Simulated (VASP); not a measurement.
Set up this calculation in VASP 6.6.1, as the native input.

```
Task                   : single point
Functional             : BLYP
Potentials or basis    : VASP PAW PBE potentials, release 64 (Rh_pv)
Cutoff                 : 520 eV
k mesh                 : 15 × 15 × 4
Occupations            : fermi-dirac, width 0.1 eV
Spin                   : no spin polarisation
Dipole correction      : no
Further INCAR settings : ALGO = Normal; EDIFF = 1e-07; NBANDS = 38
```

The structure of Rh lies in POSCAR:

```
Rh
1.0
    2.7246687687      0.0000000000      0.0000000000
   -1.3623343843      2.3596323706      0.0000000000
    0.0000000000      0.0000000000      8.8854083174
Rh
4
Direct
    0.0000000000      1.0000000000      0.0000000000
    1.0000000000      1.0000000000      0.5000000000
    0.3333333333      0.6666666667      0.2500000000
    0.6666666667      0.3333333333      0.7500000000
```

This cell differs from its parent crystal: volume scaled by 0.96.

One way to write it, as run:

INCAR

```
  PREC = Accurate
  ENCUT = 520
  EDIFF = 1E-7
  ISMEAR = -1
  SIGMA = 0.1
  LREAL = False
  LASPH = True
  NELM = 100
  ALGO = Normal
  ISIF = 2
  LWAVE = False
  LCHARG = False
  GGA = B5
  ALDAX = 1.0
  AGGAX = 1.0
  AGGAC = 1.0
  ALDAC = 0.0
  NBANDS = 38
```

KPOINTS

```
regular mesh
0
Gamma
  15 15 4
```

Potentials or basis: VASP PAW PBE potentials, release 64 (Rh_pv).

Command:

```console
$ cat potpaw_PBE.64/Rh_pv/POTCAR > POTCAR
$ mpirun -np 1 vasp_std > vasp.out
```

Results of the run:

* Pressure: 10.2 GPa
* Band gap on the k mesh: zero (band 30 reaches 12.46 eV, above the bottom of band 31 at 10.66 eV)

Caveat: the PAW data sets were made with another functional, which shifts forces and pressure a little.

It took 110 s on 1 thread of Intel(R) Xeon(R) Platinum 8488C (Sapphire Rapids), with other jobs on the host, peak memory 0.25 GiB.
